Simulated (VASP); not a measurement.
# W (Fm-3m) in VASP: further runs

Runs on W. Level: PBE. Tasks: single point.

Program: VASP 6.6.1. These are calculated values, not measurements. Logs are shortened: lines on timing, memory, paths and dates and some standing lists are left out, and cuts for length are marked.

## (1) The cell of the first run

The structure is cubic, space group Fm-3m (No. 225). The conventional cell has a = 4.060 Å, b = 4.060 Å, c = 4.060 Å, α = 90.00°, β = 90.00°, γ = 90.00°. Within 3.8 Å of W (site symmetry m-3m) lie 12 W at 2.87 Å.

## (2) Single point, PBE

File INCAR:

```
  ALGO = Normal
  EDIFF = 1E-7
  ENCUT = 520
  GGA = PE
  ISIF = 2
  ISMEAR = -1
  LASPH = True
  LCHARG = True
  LELF = True
  LREAL = False
  LVHAR = True
  LWAVE = False
  NBANDS = 13
  NELM = 60
  PREC = Accurate
  SIGMA = 0.1
```

File KPOINTS:

```
k-points
0
Gamma
  3 3 3
```

File POSCAR:

```
W
1.0
    2.8708540000      0.0000000000      0.0000000000
    1.4354270000      2.4862324946      0.0000000000
    1.4354270000      0.8287441649      2.3440424753
W
1
Direct
    0.0000000000      0.0000000000      0.0000000000
```

Potentials or basis: VASP PAW PBE potentials, release 64 (W_sv).

Launch:

```
> cat potpaw_PBE.64/W_sv/POTCAR > POTCAR
> mpirun -np 1 vasp_std > vasp.out
```

OUTCAR:

```text
EDIFF = 1E-7
   ENCUT = 520
   GGA = PE
   ISIF = 2
   ISMEAR = -1
   LASPH = True
   LREAL = False
   NELM = 60
   PREC = Accurate

 ion  position               nearest neighbor table
   1  0.000  0.000  0.000-

  LATTYP: Found a face centered cubic cell.
 ALAT       =     4.0600006624

  Lattice vectors:

 A1 = (   2.8708540000,   0.0000000000,   0.0000000000)
 A2 = (   1.4354270000,   2.4862324946,   0.0000000000)
 A3 = (   1.4354270000,   0.8287441649,   2.3440424753)

Analysis of symmetry for initial positions (statically):
=====================================================================
 Subroutine PRICEL returns:
 Original cell was already a primitive cell.

 Routine SETGRP: Setting up the symmetry group for a
 face centered cubic supercell.

 Subroutine GETGRP returns: Found 48 space group operations
 (whereof 48 operations were pure point group operations)
 out of a pool of 48 trial point group operations.

The static configuration has the point symmetry O_h .

Analysis of symmetry for dynamics (positions and initial velocities):
=====================================================================
 Subroutine PRICEL returns:
 Original cell was already a primitive cell.

 Routine SETGRP: Setting up the symmetry group for a
 face centered cubic supercell.

 Subroutine GETGRP returns: Found 48 space group operations
 (whereof 48 operations were pure point group operations)
 out of a pool of 48 trial point group operations.

The dynamic configuration has the point symmetry O_h .

 Subroutine INISYM returns: Found 48 space group operations
 (whereof 48 operations are pure point group operations),
 and found     1 'primitive' translations

----------------------------------------------------------------------------------------

                                     Primitive cell

  volume of cell :      16.7309

  direct lattice vectors                    reciprocal lattice vectors
     2.870854000  0.000000000  0.000000000     0.348328407 -0.201107499 -0.142204477
     1.435427000  2.486232495  0.000000000     0.000000000  0.402214999 -0.142204477
     1.435427000  0.828744165  2.344042475     0.000000000  0.000000000  0.426613430

  length of vectors
     2.870854000  2.870854000  2.870854000     0.426613430  0.426613430  0.426613430

  position of ions in fractional coordinates (direct lattice)
     0.000000000  0.000000000  0.000000000

  ion indices of the primitive-cell ions
   primitive index   ion index
                 1           1

[... 57 lines left out ...]
   ISYM   =      2    0-nonsym 1-usesym 2-fastsym
   POTIM  = 0.5000    time-step for ionic-motion
   TEBEG  =    0.0;   TEEND  =   0.0 temperature during run
   PSTRESS=    0.0 pullay stress
   NELECT =      14.0000    total number of electrons
   NUPDOWN=      -1.0000    fix difference up-down
   EMIN   =  10.00;   EMAX   =-10.00  energy-range for DOS
   EFERMI =   0.00;   METHOD = LEGACY
   ISMEAR =    -1;   SIGMA  =   0.10  broadening in eV -4-tet -1-fermi 0-gaus
   EFERMI_NEDOS =   21; number of points for ismear=-14 and -15
   IALGO  =     38    algorithm
   IMIX   =      4    mixing-type and parameters
     AMIX     =   0.40;   BMIX     =  1.00
     AMIX_MAG =   1.60;   BMIX_MAG =  1.00
  volume/ion in A,a.u.               =      16.73       112.91
  Fermi-wavevector in a.u.,A,eV,Ry     =   1.542688  2.915257 32.380314  2.379886
  Thomas-Fermi vector in A             =   2.648457
   LORBIT       =      0    0 simple, 1 ext, 2 COOP (PROOUT), +10 PAW based schemes
   GGA     = PE    functional components
   LHFCALC =     F    Hartree Fock is set to
   AEXX    =    0.0000 exact exchange contribution
   IVDW    =     0    specifies the selected vdW correction
   LEPSILON=     F    determine dielectric tensor
   LRPA    =     F    only Hartree local field effects (RPA)
 non-spin polarized calculation
  energy-cutoff  :      520.00
  volume of cell :       16.73
 maximum number of plane-waves:       459
 NGX is ok and might be reduce to    24
   NGX = 11   NGY = 11   NGZ = 11

 number of electron      14.0000002 magnetization

 Free energy of the ion-electron system (eV)
  ---------------------------------------------------
  ext. energy  EPLUGINS =         0.00000000
  ---------------------------------------------------
  free energy    TOTEN  =       -12.13723717 eV

  energy without entropy =      -12.07054223  energy(sigma->0) =      -12.10388970

 E-fermi :  10.0163     XC(G=0): -13.3236

 val. band max:        9.8696332682   @ k =   0.3333  -0.0000  -0.0000
 cond. band min:      10.3870442595   @ k =   0.3333   0.3333  -0.0000
 fundamental gap:      0.5174109913
 Fermi energy:        10.0162738370

 k-point     1 :       0.0000    0.0000    0.0000
  band No.  band energies     occupation
      1     -63.4219      2.00000
      2     -27.0870      2.00000
      3     -27.0870      2.00000
      4     -27.0870      2.00000
      5       1.3362      2.00000
      6       9.7142      1.90698
      7       9.7142      1.90698
      8       9.7142      1.90698
      9      12.7603      0.00000
     10      12.7603      0.00000
     11      22.9930      0.00000
     12      28.1052      0.00000
     13      28.1052      0.00000
[... 34 lines left out ...]
  band No.  band energies     occupation
      1     -63.3002      2.00000
      2     -27.8176      2.00000
      3     -27.8097      2.00000
      4     -27.3437      2.00000
      5       6.5749      2.00000
      6       7.5049      2.00000
      7       9.2010      1.99942
      8      11.9973      0.00000
      9      14.0715      0.00000
     10      17.0788      0.00000
     11      22.3825      0.00000
     12      23.0325      0.00000
     13      28.3077      0.00000

------------------------ aborting loop because EDIFF is reached ----------------------------------------

  FORCE on cell =-STRESS in cart. coord.  units (eV):
  Direction    XX          YY          ZZ          XY          YZ          ZX
  --------------------------------------------------------------------------------------
  -------------------------------------------------------------------------------------
  Total        0.1950338      0.1950338      0.1950338      0.0000000      0.0000000      0.0000000
  in kB       18.6767885     18.6767885     18.6767885      0.0000000      0.0000000      0.0000000
  external PRESSURE =      18.6767885 kB  Pullay stress =       0.0000000 kB

 VOLUME and BASIS-vectors are now :
 -----------------------------------------------------------------------------
  energy-cutoff  :      520.00
  volume of cell :       16.73
      direct lattice vectors                 reciprocal lattice vectors
     2.870854000  0.000000000  0.000000000     0.348328407 -0.201107499 -0.142204477
     1.435427000  2.486232495  0.000000000     0.000000000  0.402214999 -0.142204477
     1.435427000  0.828744165  2.344042475     0.000000000  0.000000000  0.426613430

 POSITION                                       TOTAL-FORCE (eV/Angst)
 -----------------------------------------------------------------------------------
      0.00000      0.00000      0.00000        -0.000000     -0.000000      0.000000
 -----------------------------------------------------------------------------------
    total drift:                               -0.000000     -0.000000     -0.000000

  FREE ENERGIE OF THE ION-ELECTRON SYSTEM (eV)
  ---------------------------------------------------
  free  energy   TOTEN  =       -12.1372371709 eV

  energy  without entropy=      -12.0705422280  energy(sigma->0) =      -12.10388970
```

OSZICAR:

```text
N       E                     dE             d eps       ncg     rms          rms(c)
DAV:   1     0.885613773172E+02    0.88561E+02   -0.68796E+03   104   0.118E+03
DAV:   2    -0.112952562866E+02   -0.99857E+02   -0.96320E+02   114   0.319E+02
DAV:   3    -0.127350144017E+02   -0.14398E+01   -0.14373E+01   119   0.384E+01
DAV:   4    -0.127408654607E+02   -0.58511E-02   -0.58510E-02   119   0.265E+00
DAV:   5    -0.127409305888E+02   -0.65128E-04   -0.65127E-04   114   0.255E-01    0.181E+01
DAV:   6    -0.122568714216E+02    0.48406E+00   -0.43013E-01   109   0.856E+00    0.709E+00
DAV:   7    -0.121412285462E+02    0.11564E+00   -0.20144E-01   104   0.543E+00    0.536E-01
DAV:   8    -0.121372292093E+02    0.39993E-02   -0.39637E-03   104   0.754E-01    0.147E-01
DAV:   9    -0.121372409818E+02   -0.11772E-04   -0.43976E-05   134   0.769E-02    0.536E-02
DAV:  10    -0.121372366868E+02    0.42949E-05   -0.64475E-06   104   0.359E-02    0.779E-03
DAV:  11    -0.121372373745E+02   -0.68773E-06   -0.83377E-08    82   0.364E-03    0.888E-04
DAV:  12    -0.121372371485E+02    0.22601E-06   -0.14478E-08    52   0.163E-03    0.154E-04
DAV:  13    -0.121372371709E+02   -0.22345E-07   -0.21426E-09    52   0.669E-04
   1 F= -.12137237E+02 E0= -.12103890E+02  d E =-.666949E-01
```

stdout:

```text
POSCAR found type information on POSCAR W
 POSCAR found :  1 types and       1 ions
 scaLAPACK will be used
 LDA part: xc-table for (Slater+PW92), standard interpolation
 POSCAR, INCAR and KPOINTS ok, starting setup
 FFT: planning ... GRIDC
 FFT: planning ... GRID_SOFT
 FFT: planning ... GRID
 WAVECAR not read
 entering main loop
```

It took 5.6 s on 1 thread of AMD EPYC 7R43 (Zen 3), shared host; peak memory 0.1 GiB.

Results:

```yaml
Free_energy: -12.1372 eV
Pressure: 1.9 GPa
Band_gap_on_the_k_mesh: zero (band 7 reaches 10.39 eV, above the bottom of band 8 at 9.71 eV)
```

Caveat: the k points lie up to 0.89 Å⁻¹ apart; spin-orbit coupling is left out, which moves the levels of the heavy elements.

## (3) Single point, PBE

File INCAR:

```
PREC = Accurate ; ENCUT = 520
EDIFF = 1E-6 ; ISMEAR = -1
SIGMA = 0.1 ; LREAL = False
LASPH = True ; NELM = 60
ALGO = Normal ; ISIF = 2
LWAVE = False ; LCHARG = False
GGA = PE ; NBANDS = 13
```

File KPOINTS:

```
regular mesh
0
Gamma
  4 4 4
```

POSCAR is that of step 2.

Potentials or basis: VASP PAW PBE potentials, release 64 (W_sv).

Launch:

```
> cat potpaw_PBE.64/W_sv/POTCAR > POTCAR
> mpirun -np 1 vasp_std > vasp.out
```

It took 4.4 s on 1 thread of AMD EPYC 7R43 (Zen 3), shared host; peak memory 0.1 GiB.

The run converged. Its results:

```
Free energy            : -12.5710 eV
Pressure               : -4.8 GPa
Band gap on the k mesh : zero (band 7 reaches 13.18 eV, above the bottom of band 8 at 9.72 eV)
```

Levels at points of the mesh, in eV from the Fermi level:
| k point | band 4 | band 5 | band 6 | band 7 | band 8 | band 9 | band 10 | band 11 |
| --- | --- | --- | --- | --- | --- | --- | --- | --- |
| (0.00, 0.00, 0.00) | -37.33 | -8.91 | -0.52 | -0.52 | -0.52 | 2.51 | 2.51 | 12.77 |
| (0.50, 0.00, 0.00) | -37.48 | -5.49 | -0.74 | -0.74 | 0.55 | 4.93 | 4.93 | 10.02 |
| (0.50, 0.50, 0.00) | -37.72 | -5.37 | -4.38 | 2.94 | 4.89 | 5.64 | 5.64 | 11.56 |

Caveat: the k points lie up to 0.67 Å⁻¹ apart; spin-orbit coupling is left out, which moves the levels of the heavy elements.

## (4) Single point, PBE

File INCAR:

```
SYSTEM = W
  PREC = Accurate
  ENCUT = 520
  EDIFF = 1E-7
  ISMEAR = -1
  SIGMA = 0.1
  LREAL = .False.
  LASPH = .True.
  NELM = 100
  ALGO = Normal
  ISIF = 2
  LWAVE = .False.
  LCHARG = .False.
  GGA = PE
  NBANDS = 13
```

File KPOINTS:

```
Automatic mesh
0
Gamma
  6 6 6
  0 0 0
```

POSCAR is that of step 3.

Launch:

```
> cat potpaw_PBE.64/W_sv/POTCAR > POTCAR
> mpirun -np 1 vasp_std > vasp.out
```

Wall time 9.1 s (1 thread of AMD EPYC 7R43 (Zen 3), shared host); peak memory 0.1 GiB.

The run converged. Its results:

| Quantity | Value |
| --- | --- |
| Free energy | -12.4415 eV |
| Pressure | -3.7 GPa |
| Band gap on the k mesh | zero (band 7 reaches 13.17 eV, above the bottom of band 8 at 9.70 eV) |

Levels at points of the mesh, in eV from the Fermi level:
| k point | band 3 | band 4 | band 5 | band 6 | band 7 | band 8 | band 9 | band 10 | band 11 | band 12 |
| --- | --- | --- | --- | --- | --- | --- | --- | --- | --- | --- |
| (0.00, 0.00, 0.00) | -37.47 | -37.47 | -9.02 | -0.65 | -0.65 | -0.65 | 2.39 | 2.39 | 12.63 | 17.76 |
| (0.50, 0.00, 0.00) | -37.62 | -37.62 | -5.62 | -0.87 | -0.87 | 0.45 | 4.80 | 4.80 | 9.89 | 12.26 |
| (0.50, 0.50, 0.00) | -37.86 | -37.86 | -5.48 | -4.52 | 2.82 | 4.76 | 5.50 | 5.50 | 11.45 | 11.45 |

Caveat: the k points lie up to 0.45 Å⁻¹ apart; spin-orbit coupling is left out, which moves the levels of the heavy elements.

## (5) Single point, PBE

File INCAR:

```
SYSTEM = W
PREC = Accurate ; ENCUT = 520
EDIFF = 1E-6 ; ISMEAR = -1
SIGMA = 0.1 ; LREAL = .FALSE.
LASPH = .TRUE. ; NELM = 80
ALGO = Normal ; ISIF = 2
LWAVE = .FALSE. ; LCHARG = .FALSE.
GGA = PE ; NBANDS = 13
```

File KPOINTS:

```
regular mesh
0
G
  8 8 8
  0 0 0
```

POSCAR is that of step 4.

Launch:

```
> cat potpaw_PBE.64/W_sv/POTCAR > POTCAR
> mpirun -np 1 vasp_std > vasp.out
```

It took 11 s on 1 thread of AMD EPYC 7R43 (Zen 3), shared host; peak memory 0.11 GiB.

It converged, with:

```
Free energy            : -12.5031 eV
Pressure               : -3.9 GPa
Band gap on the k mesh : zero (band 7 reaches 13.17 eV, above the bottom of band 8 at 9.69 eV)
```

Levels at points of the mesh, in eV from the Fermi level:
| k point | band 5 | band 6 | band 7 | band 8 | band 9 | band 10 |
| --- | --- | --- | --- | --- | --- | --- |
| (0.00, 0.00, 0.00) | -8.87 | -0.52 | -0.52 | -0.52 | 2.52 | 2.52 |
| (0.50, 0.00, 0.00) | -5.48 | -0.73 | -0.73 | 0.60 | 4.92 | 4.92 |
| (0.50, 0.50, 0.00) | -5.33 | -4.38 | 2.96 | 4.89 | 5.63 | 5.63 |

Caveat: spin-orbit coupling is left out, which moves the levels of the heavy elements.

## (6) Single point, PBE

File INCAR:

```
PREC = Accurate ; ENCUT = 520
EDIFF = 1E-7 ; ISMEAR = -1
SIGMA = 0.1 ; LREAL = F
LASPH = T ; NELM = 80
ALGO = Normal ; ISIF = 2
LWAVE = F ; LCHARG = F
GGA = PE ; NBANDS = 13
```

File KPOINTS:

```
regular mesh
0
Gamma
  9 9 9
```

POSCAR is that of step 5.

Potentials or basis: VASP PAW PBE potentials, release 64 (W_sv).

Launch:

```
> cat potpaw_PBE.64/W_sv/POTCAR > POTCAR
> mpirun -np 1 vasp_std > vasp.out
```

Run time: 16 s. Hardware: 1 thread of AMD EPYC 7R43 (Zen 3), shared host; peak memory 0.1 GiB.

Results (log left out):

* Free energy: -12.4896 eV
* Pressure: -4.7 GPa
* Band gap on the k mesh: zero (band 7 reaches 12.62 eV, above the bottom of band 8 at 9.70 eV)

Levels at points of the mesh, in eV from the Fermi level:
```csv
k point,band 3,band 4,band 5,band 6,band 7,band 8,band 9,band 10,band 11,band 12
"(0.00, 0.00, 0.00)",-37.40,-37.40,-8.95,-0.58,-0.58,-0.58,2.46,2.46,12.71,17.83
```

Caveat: spin-orbit coupling is left out, which moves the levels of the heavy elements.

## (7) Single point, PBE

File INCAR:

```
SYSTEM = W
PREC = Accurate
ENCUT = 520
EDIFF = 1E-6
ISMEAR = -1
SIGMA = 0.1
LREAL = .FALSE.
LASPH = .TRUE.
NELM = 100
ALGO = Normal
ISIF = 2
LWAVE = .FALSE.
LCHARG = .TRUE.
GGA = PE
LELF = .TRUE.
LVHAR = .TRUE.
NBANDS = 13
```

File KPOINTS:

```
Automatic mesh
0
G
  12 12 12
  0 0 0
```

POSCAR is that of step 6.

Launch:

```
> cat potpaw_PBE.64/W_sv/POTCAR > POTCAR
> mpirun -np 1 vasp_std > vasp.out
```

Wall time 24 s (1 thread of AMD EPYC 7R43 (Zen 3), shared host); peak memory 0.11 GiB.

It converged, with:

```
Free energy            : -12.4892 eV
Pressure               : -4.4 GPa
Band gap on the k mesh : zero (band 7 reaches 13.17 eV, above the bottom of band 8 at 9.70 eV)
```

Levels at points of the mesh, in eV from the Fermi level:
| k point | band 4 | band 5 | band 6 | band 7 | band 8 | band 9 | band 10 | band 11 |
| --- | --- | --- | --- | --- | --- | --- | --- | --- |
| (0.00, 0.00, 0.00) | -37.39 | -8.93 | -0.57 | -0.57 | -0.57 | 2.47 | 2.47 | 12.72 |
| (0.50, 0.00, 0.00) | -37.54 | -5.54 | -0.78 | -0.78 | 0.54 | 4.88 | 4.88 | 9.97 |
| (0.50, 0.50, 0.00) | -37.78 | -5.39 | -4.43 | 2.90 | 4.84 | 5.58 | 5.58 | 11.54 |

Caveat: spin-orbit coupling is left out, which moves the levels of the heavy elements.

## (8) Summary

| k mesh | gap on the mesh (eV) | pressure (GPa) |
| --- | --- | --- |
| 3 × 3 × 3 | none | 1.9 |
| 4 × 4 × 4 | none | -4.8 |
| 6 × 6 × 6 | none | -3.7 |
| 8 × 8 × 8 | none | -3.9 |
| 9 × 9 × 9 | none | -4.7 |
| 12 × 12 × 12 | none | -4.4 |

Alike in all rows: task single point; level PBE; potentials or basis VASP PAW PBE potentials, release 64 (W_sv); no spin polarisation; cell as given; cutoff (eV) 520; smearing fermi-dirac 0.1 eV.

Caveats: some runs use coarse meshes; spin-orbit coupling is left out, which moves the levels of the heavy elements.

Total energies depend on the potentials used, so only differences within one code and one set of settings carry meaning.
